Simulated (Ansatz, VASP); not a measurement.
## One calculation of Sb, two programs

```
Sb
1.0
     0.02305    2.31652    2.31652
     2.31652    0.02305    2.31652
     2.31652    2.31652    0.02305
Sb
1
Direct
  0.00000 0.00000 0.00000
```

Change from the starting cell: equal xy, yz and zx shear strains of +1 %.

Alike in both runs: task single point; functional PBEsol; k mesh 12 × 12 × 12; occupations fermi-dirac, width 0.05 eV; no spin polarisation.

```csv
,VASP,Ansatz
version,VASP 6.6.1,Ansatz 0.2.0
potentials or method,"VASP PAW PBE potentials, release 64 (Sb), cutoff 520 eV","all-electron LAPW, scalar-relativistic"
```

|  | VASP | Ansatz | Ansatz less VASP |
| --- | --- | --- | --- |
| pressure (GPa) | 5.3 | 5.3 | -0.02 |
| traceless stress, the component that is largest in VASP (GPa) | -0.07 | -0.05 | +0.017 |

VASP's potentials were made for PBE, not for PBEsol. Ansatz ran all-electron here, and VASP with PAW potentials.

Spin-orbit coupling is off throughout.
